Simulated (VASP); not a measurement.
# SiB3W (P1) in VASP: further runs

SiB3W is run at these levels: PBE; tasks: single point.

Everything below comes from runs of VASP 6.6.1. Logs are shortened: lines on timing, memory, paths and dates and some standing lists are left out, and cuts for length are marked.

## (1) The cell of the first run

The typed cell holds 10 atoms: a = 3.897 Å, b = 4.461 Å, c = 6.590 Å, α = 82.60°, β = 85.80°, γ = 88.34°.

## (2) Single point, PBE

Contents of INCAR:

```
SYSTEM = SiB3W
ALGO = Normal
EDIFF = 1E-6
ENCUT = 520
GGA = PE
ISIF = 2
ISMEAR = 0
LASPH = .TRUE.
LCHARG = .TRUE.
LELF = .TRUE.
LREAL = .FALSE.
LVHAR = .TRUE.
LWAVE = .FALSE.
NBANDS = 38
NELM = 80
PREC = Accurate
SIGMA = 0.1
```

Contents of KPOINTS:

```
k-points
0
G
  4 4 4
  0 0 0
```

Contents of POSCAR:

```
SiB3W
1.0
    3.8967458383      0.0000000000      0.0000000000
    0.1292457560      4.4594965601      0.0000000000
    0.4822785402      0.8345776396      6.5186497076
Si B W
2 6 2
Direct
    0.9698814875      0.4480660649      0.5373215953
    0.9100148307      0.9406287956      0.9726321117
    0.1982288368      0.7183209227      0.7478785165
    0.0075695585      0.0079070385      0.2768757934
    0.0210035589      0.3397617368      0.1209295439
    0.9533604957      0.9804234114      0.5502617285
    0.9408897406      0.4185186139      0.8731765064
    0.0506747383      0.6401528008      0.2423788707
    0.4652820312      0.2031538909      0.7320634016
    0.4830947219      0.8030667243      0.4464819319
```

Potentials or basis: VASP PAW PBE potentials, release 64 (Si, B, W_sv).

Command:

```sh
$ cat potpaw_PBE.64/Si/POTCAR potpaw_PBE.64/B/POTCAR potpaw_PBE.64/W_sv/POTCAR > POTCAR
$ mpirun -np 1 vasp_std > vasp.out
```

OUTCAR:

```text
SYSTEM = SiB3W
   EDIFF = 1E-6
   ENCUT = 520
   GGA = PE
   ISIF = 2
   ISMEAR = 0
   LASPH = .TRUE.
   LREAL = .FALSE.
   NELM = 80
   PREC = Accurate

 ion  position               nearest neighbor table
   1  0.970  0.448  0.537-   8 2.03   6 2.08   7 2.19   3 2.20   6 2.39   9 2.47  10 2.49   9 2.54
                            10 2.57
   2  0.910  0.941  0.973-   3 2.12   4 2.13   7 2.15   8 2.18   5 2.21   7 2.50   9 2.59   9 2.78

   3  0.198  0.718  0.748-   7 1.77   6 1.92   2 2.12  10 2.20   1 2.20   9 2.41   9 2.51
   4  0.008  0.008  0.277-   8 1.69   5 1.69   6 1.79   2 2.13  10 2.34  10 2.40
   5  0.021  0.340  0.121-   8 1.66   7 1.68   4 1.69   2 2.21
   6  0.953  0.980  0.550-   4 1.79   3 1.92   1 2.08  10 2.20  10 2.28   1 2.39   9 2.43   9 2.68

   7  0.941  0.419  0.873-   5 1.68   3 1.77   2 2.15   1 2.19   9 2.41   9 2.41   2 2.50
   8  0.051  0.640  0.242-   5 1.66   4 1.69   1 2.03   2 2.18  10 2.41  10 2.64
   9  0.465  0.203  0.732-   7 2.41   7 2.41   3 2.41   6 2.43   1 2.47   3 2.51   1 2.54   2 2.59
                             6 2.68  10 2.75   2 2.78  10 3.07
  10  0.483  0.803  0.446-   3 2.20   6 2.20   6 2.28   4 2.34   4 2.40   8 2.41   1 2.49   1 2.57
                             8 2.64   9 2.75   9 3.07

  LATTYP: Found a triclinic cell.
 ALAT       =     4.4613690763
 B/A-ratio  =     2.3283264638
 C/A-ratio  =     2.0212080921
 COS(alpha) =     0.0111232381
 COS(beta)  =     0.5762975098
 COS(gamma) =     0.7773305214

  Lattice vectors:

 A1 = (   0.1292457560,   4.4594965601,   0.0000000000)
 A2 = (  -0.2237870282,   8.0844154806,  -6.5186497076)
 A3 = (  -3.2852215421,   5.2940741997,   6.5186497076)

Analysis of symmetry for initial positions (statically):
=====================================================================
 Subroutine PRICEL returns:
 Original cell was already a primitive cell.

 Routine SETGRP: Setting up the symmetry group for a
 triclinic supercell.

 Subroutine GETGRP returns: Found  1 space group operations
 (whereof  1 operations were pure point group operations)
 out of a pool of  2 trial point group operations.

The static configuration has the point symmetry C_1 .

Analysis of symmetry for dynamics (positions and initial velocities):
=====================================================================
 Subroutine PRICEL returns:
 Original cell was already a primitive cell.

[... 130 lines left out ...]
   ISYM   =      2    0-nonsym 1-usesym 2-fastsym
   POTIM  = 0.5000    time-step for ionic-motion
   TEBEG  =    0.0;   TEEND  =   0.0 temperature during run
   PSTRESS=    0.0 pullay stress
   NELECT =      54.0000    total number of electrons
   NUPDOWN=      -1.0000    fix difference up-down
   EMIN   =  10.00;   EMAX   =-10.00  energy-range for DOS
   EFERMI =   0.00;   METHOD = LEGACY
   ISMEAR =     0;   SIGMA  =   0.10  broadening in eV -4-tet -1-fermi 0-gaus
   EFERMI_NEDOS =   21; number of points for ismear=-14 and -15
   IALGO  =     38    algorithm
   IMIX   =      4    mixing-type and parameters
     AMIX     =   0.40;   BMIX     =  1.00
     AMIX_MAG =   1.60;   BMIX_MAG =  1.00
  volume/ion in A,a.u.               =      11.33        76.44
  Fermi-wavevector in a.u.,A,eV,Ry     =   1.278864  2.416702 22.252222  1.635492
  Thomas-Fermi vector in A             =   2.411382
   LORBIT       =      0    0 simple, 1 ext, 2 COOP (PROOUT), +10 PAW based schemes
   GGA     = PE    functional components
   LHFCALC =     F    Hartree Fock is set to
   AEXX    =    0.0000 exact exchange contribution
   IVDW    =     0    specifies the selected vdW correction
   LEPSILON=     F    determine dielectric tensor
   LRPA    =     F    only Hartree local field effects (RPA)
 non-spin polarized calculation
 Gauss-broadening in eV      SIGMA  =   0.10
  energy-cutoff  :      520.00
  volume of cell :      113.28
 maximum number of plane-waves:      3068
 NGX is ok and might be reduce to    30
   NGX = 15   NGY = 17   NGZ = 25

 number of electron      54.0000004 magnetization

 Free energy of the ion-electron system (eV)
  ---------------------------------------------------
  ext. energy  EPLUGINS =         0.00000000
  ---------------------------------------------------
  free energy    TOTEN  =       -72.66609499 eV

  energy without entropy =      -72.65644561  energy(sigma->0) =      -72.66127030

 E-fermi :   7.6226     XC(G=0): -11.5210

 val. band max:        7.5841907963   @ k =   0.5000   0.5000   0.5000
 cond. band min:       7.6404102938   @ k =   0.0000  -0.2500   0.2500
 fundamental gap:      0.0562194975
 Fermi energy:         7.6225677044

 k-point     1 :       0.0000    0.0000    0.0000
  band No.  band energies     occupation
      1     -66.3731      2.00000
      2     -66.3360      2.00000
      3     -30.7942      2.00000
      4     -30.7355      2.00000
      5     -30.6952      2.00000
      6     -30.6134      2.00000
[... 973 lines left out ...]
     37      12.9360      0.00000
     38      13.4059      0.00000

 [... further k-points ...]

------------------------ aborting loop because EDIFF is reached ----------------------------------------

  FORCE on cell =-STRESS in cart. coord.  units (eV):
  Direction    XX          YY          ZZ          XY          YZ          ZX
  --------------------------------------------------------------------------------------
  -------------------------------------------------------------------------------------
  Total        0.6788478      0.5558645     -0.3863419     -0.8428686     -0.4019120     -0.1186130
  in kB        9.6014641      7.8620173     -5.4643284    -11.9213346     -5.6845484     -1.6776339
  external PRESSURE =       3.9997177 kB  Pullay stress =       0.0000000 kB

 VOLUME and BASIS-vectors are now :
 -----------------------------------------------------------------------------
  energy-cutoff  :      520.00
  volume of cell :      113.28
      direct lattice vectors                 reciprocal lattice vectors
     3.896745838  0.000000000  0.000000000     0.256624384 -0.007437524 -0.018033987
     0.129245756  4.459496560  0.000000000     0.000000000  0.224240559 -0.028709344
     0.482278540  0.834577640  6.518649708     0.000000000  0.000000000  0.153406004

 POSITION                                       TOTAL-FORCE (eV/Angst)
 -----------------------------------------------------------------------------------
      4.09643      2.44659      3.50261        -0.128842      0.086703     -0.017376
      4.13675      5.00647      6.34025         0.187424      0.262814      0.071105
      1.22597      3.82751      4.87516        -0.104395     -0.135255     -0.109817
      0.16405      0.26634      1.80486         0.088088     -0.036792     -0.072219
      0.18408      1.61609      0.78830        -0.000384      0.103245      0.189819
      4.10710      4.83143      3.58696         0.197756      0.113954      0.060893
      4.14161      2.59512      5.69193         0.028733      0.022887     -0.050568
      0.39710      3.05704      1.57998        -0.115693     -0.093406      0.021231
      2.19240      1.51693      4.77206         0.015288     -0.391728     -0.176215
      2.20162      3.95390      2.91046        -0.167975      0.067579      0.083146
 -----------------------------------------------------------------------------------
    total drift:                                0.000391     -0.000021     -0.000106

  FREE ENERGIE OF THE ION-ELECTRON SYSTEM (eV)
  ---------------------------------------------------
  free  energy   TOTEN  =       -72.6660949891 eV

  energy  without entropy=      -72.6564456121  energy(sigma->0) =      -72.66127030
```

OSZICAR:

```text
N       E                     dE             d eps       ncg     rms          rms(c)
DAV:   1     0.433410460358E+03    0.43341E+03   -0.28206E+04  2976   0.140E+03
DAV:   2    -0.559926755236E+02   -0.48940E+03   -0.47322E+03  3032   0.388E+02
DAV:   3    -0.817041614065E+02   -0.25711E+02   -0.25049E+02  3430   0.837E+01
DAV:   4    -0.822357981523E+02   -0.53164E+00   -0.52917E+00  3400   0.119E+01
DAV:   5    -0.822441952107E+02   -0.83971E-02   -0.83934E-02  3354   0.159E+00    0.365E+01
DAV:   6    -0.738902676298E+02    0.83539E+01   -0.50526E+01  3270   0.324E+01    0.105E+01
DAV:   7    -0.730465952664E+02    0.84367E+00   -0.13076E+01  3234   0.174E+01    0.832E+00
DAV:   8    -0.728715504932E+02    0.17504E+00   -0.38192E+00  3404   0.836E+00    0.485E+00
DAV:   9    -0.726713917805E+02    0.20016E+00   -0.10630E+00  3370   0.468E+00    0.196E+00
DAV:  10    -0.726667524527E+02    0.46393E-02   -0.67273E-02  3314   0.143E+00    0.519E-01
DAV:  11    -0.726659037262E+02    0.84873E-03   -0.89029E-03  3262   0.508E-01    0.245E-01
DAV:  12    -0.726660636347E+02   -0.15991E-03   -0.10964E-03  3444   0.189E-01    0.614E-02
DAV:  13    -0.726660835305E+02   -0.19896E-04   -0.13623E-04  3418   0.699E-02    0.252E-02
DAV:  14    -0.726660929189E+02   -0.93885E-05   -0.17637E-05  3202   0.230E-02    0.563E-03
DAV:  15    -0.726660947061E+02   -0.17871E-05   -0.23314E-06  2638   0.826E-03    0.300E-03
DAV:  16    -0.726660949891E+02   -0.28305E-06   -0.45841E-07  1952   0.342E-03
   1 F= -.72666095E+02 E0= -.72661270E+02  d E =-.964938E-02
```

stdout:

```text
POSCAR found type information on POSCAR SiB W
 POSCAR found :  3 types and      10 ions
 scaLAPACK will be used
 LDA part: xc-table for (Slater+PW92), standard interpolation
 POSCAR, INCAR and KPOINTS ok, starting setup
 FFT: planning ... GRIDC
 FFT: planning ... GRID_SOFT
 FFT: planning ... GRID
 WAVECAR not read
 entering main loop
```

Run time: 6.1 min. Hardware: 1 thread of Intel Xeon 8259CL, shared host; peak memory 0.3 GiB.

Results:

```
Free energy            : -72.6661 eV
Pressure               : 0.4 GPa
Largest force          : 0.430 eV/Å
Band gap on the k mesh : zero (bands 27 and 28 overlap by 0.70 eV)
```

Forces in eV/Å, atoms in the order of the input:
```
Si  -0.129  0.087 -0.017
Si   0.187  0.263  0.071
B   -0.104 -0.135 -0.110
B    0.088 -0.037 -0.072
B    0.000  0.103  0.190
B    0.198  0.114  0.061
B    0.029  0.023 -0.051
B   -0.116 -0.093  0.021
W    0.015 -0.392 -0.176
W   -0.168  0.068  0.083
```

Stress tensor (GPa, compression positive):
```
 0.96 -1.19 -0.17
-1.19  0.79 -0.57
-0.17 -0.57 -0.55
```

Levels at points of the mesh, in eV from the Fermi level:
```
           k point  band 24  band 25  band 26  band 27  band 28  band 29  band 30  band 31
(0.00, 0.00, 0.00)    -2.17    -1.65    -1.23    -0.06     0.75     1.00     2.12     2.42
(0.50, 0.00, 0.00)    -1.68    -1.43    -1.17    -0.38    -0.10     0.27     1.60     2.87
(0.00, 0.50, 0.00)    -1.49    -0.91    -0.55    -0.05     0.72     1.00     1.35     1.98
(0.50, 0.50, 0.00)    -1.85    -1.21    -0.93    -0.49    -0.28     0.09     0.58     1.38
(0.00, 0.00, 0.50)    -1.87    -1.52    -1.10    -0.48     0.75     0.86     1.35     2.19
(0.50, 0.00, 0.50)    -1.65    -1.21    -0.60    -0.36     0.16     0.87     1.94     2.09
(0.00, 0.50, 0.50)    -1.49    -1.11    -0.35     0.39     0.87     1.16     1.60     2.23
(0.50, 0.50, 0.50)    -1.55    -1.39    -1.22    -0.56    -0.04     0.18     0.93     2.31
```

Caveat: the k points lie up to 0.40 Å⁻¹ apart, too coarse for converged energies and pressures of a metal; spin-orbit coupling is left out, which moves the levels of the heavy elements.

## (3) Single point, PBE

This run uses another cell than the first one, of 11.39 Å³/atom.

Contents of INCAR:

```
ALGO = Normal ; EDIFF = 1E-6
ENCUT = 520 ; GGA = PE
ISIF = 2 ; ISMEAR = 0
LASPH = T ; LCHARG = T
LELF = T ; LREAL = F
LVHAR = T ; LWAVE = F
NBANDS = 38 ; NELM = 60
PREC = Accurate ; SIGMA = 0.1
```

Contents of KPOINTS:

```
k-points
0
Gamma
  4 4 4
```

Contents of POSCAR:

```
SiB3W
1.0
    3.9038782240     -0.0691402435     -0.1930812214
    0.0503571499      4.3813887663      0.2548928494
    0.1453584519      1.1937817265      6.7184969332
Si B W
2 6 2
Direct
    0.9573725007      0.4613367990      0.5404698594
    0.9716516318      0.8627941775      0.9391117785
    0.2499378285      0.6750776792      0.7375086106
   -0.0369251691      0.0538315624      0.2949233809
   -0.0323750896      0.4001006759      0.1282415438
    0.9692682647      0.9797134932      0.5687839074
    1.0098402302      0.3687492861      0.8874723353
   -0.0370350362      0.6962645885      0.2480723887
    0.4831147603      0.1646863933      0.7237881354
    0.4651500787      0.8374453448      0.4316280600
```

Potentials or basis: VASP PAW PBE potentials, release 64 (Si, B, W_sv).

Command:

```sh
$ cat potpaw_PBE.64/Si/POTCAR potpaw_PBE.64/B/POTCAR potpaw_PBE.64/W_sv/POTCAR > POTCAR
$ mpirun -np 1 vasp_std > vasp.out
```

OUTCAR:

```text
EDIFF = 1E-6
   ENCUT = 520
   GGA = PE
   ISIF = 2
   ISMEAR = 0
   LASPH = T
   LREAL = F
   NELM = 60
   PREC = Accurate

 ion  position               nearest neighbor table
   1  0.957  0.461  0.540-   8 2.02   6 2.08   3 2.11   7 2.31   6 2.33   9 2.46  10 2.53   9 2.57
                            10 2.58
   2  0.972  0.863  0.939-   8 2.07   3 2.10   5 2.14   7 2.17   7 2.28   6 2.46   9 2.56   9 2.67

   3  0.250  0.675  0.738-   7 1.77   6 1.88   2 2.10   1 2.11  10 2.23   9 2.31   9 2.45
   4  0.963  0.054  0.295-   8 1.67   5 1.67   6 1.82  10 2.27  10 2.29
   5  0.968  0.400  0.128-   4 1.67   8 1.69   7 1.69   2 2.14
   6  0.969  0.980  0.569-   4 1.82   3 1.88   1 2.08  10 2.30   1 2.33  10 2.33   9 2.44   2 2.46
[... 1215 lines left out ...]

 VOLUME and BASIS-vectors are now :
 -----------------------------------------------------------------------------
  energy-cutoff  :      520.00
  volume of cell :      113.86
      direct lattice vectors                 reciprocal lattice vectors
     3.903878224 -0.069140244 -0.193081221     0.255858136 -0.002645995 -0.005065479
     0.050357150  4.381388766  0.254892849     0.002055342  0.230600843 -0.041018971
     0.145358452  1.193781726  6.718496933     0.007275066 -0.008824801  0.150253458

 POSITION                                       TOTAL-FORCE (eV/Angst)
 -----------------------------------------------------------------------------------
      3.83926      2.60031      3.56389         0.014554      0.019327     -0.013075
      3.97317      4.83415      6.34173         0.008355     -0.024812      0.016582
      1.11692      3.82092      5.07876        -0.010682     -0.000488      0.003808
      3.80531      0.52134      1.80921         0.012274      0.015539     -0.009826
      3.81628      1.83919      0.77674        -0.000579      0.000813      0.007234
      3.91592      4.90449      3.88395        -0.000668      0.005403      0.011513
      0.18599      2.67440      6.05457        -0.004996      0.004100     -0.005306
      3.83042      3.28017      1.65822        -0.002124     -0.014922     -0.008236
      1.99952      1.55220      4.81147         0.003254      0.005451      0.007592
      1.92080      4.15228      3.02354        -0.019387     -0.010411     -0.010286
 -----------------------------------------------------------------------------------
    total drift:                                0.000120     -0.000355      0.000294

  FREE ENERGIE OF THE ION-ELECTRON SYSTEM (eV)
  ---------------------------------------------------
  free  energy   TOTEN  =       -73.2379444523 eV

  energy  without entropy=      -73.2288275227  energy(sigma->0) =      -73.23338599
```

stdout:

```text
POSCAR found type information on POSCAR SiB W
 POSCAR found :  3 types and      10 ions
 scaLAPACK will be used
 LDA part: xc-table for (Slater+PW92), standard interpolation
 POSCAR, INCAR and KPOINTS ok, starting setup
 FFT: planning ... GRIDC
 FFT: planning ... GRID_SOFT
 FFT: planning ... GRID
 WAVECAR not read
 entering main loop
```

It took 4.6 min on 1 thread of Intel Xeon 8259CL, shared host; peak memory 0.31 GiB.

What came out:

| Item | Value |
| --- | --- |
| Free energy | -73.2379 eV |
| Pressure | 0.1 GPa |
| Largest force | 0.031 eV/Å |
| Band gap on the k mesh | zero (bands 27 and 28 overlap by 0.32 eV) |

Forces in eV/Å, atoms in the order of the input:
```
Si   0.015  0.019 -0.013
Si   0.008 -0.025  0.017
B   -0.011  0.000  0.004
B    0.012  0.016 -0.010
B   -0.001  0.001  0.007
B   -0.001  0.005  0.012
B   -0.005  0.004 -0.005
B   -0.002 -0.015 -0.008
W    0.003  0.005  0.008
W   -0.019 -0.010 -0.010
```

Levels at points of the mesh, in eV from the Fermi level:
```tsv
k point	band 25	band 26	band 27	band 28	band 29	band 30
(0.00, 0.00, 0.00)	-2.02	-1.56	-1.00	1.07	1.49	2.19
(0.50, 0.00, 0.00)	-1.63	-1.10	-0.02	0.24	0.43	1.11
(0.00, 0.50, 0.00)	-1.03	-0.45	0.03	0.65	0.97	1.39
(0.50, 0.50, 0.00)	-1.06	-0.90	-0.67	-0.24	0.31	0.65
(0.00, 0.00, 0.50)	-1.54	-1.26	-0.82	0.95	1.23	1.73
(0.50, 0.00, 0.50)	-1.05	-0.63	-0.15	0.33	1.14	1.76
(0.00, 0.50, 0.50)	-1.13	-0.43	-0.24	1.05	1.14	1.66
(0.50, 0.50, 0.50)	-1.26	-0.77	-0.36	-0.11	-0.03	0.78
```

Caveat: the k points lie up to 0.40 Å⁻¹ apart; spin-orbit coupling is left out, which moves the levels of the heavy elements.

The gap in the log of VASP goes by the Fermi energy; the results here count the filled bands.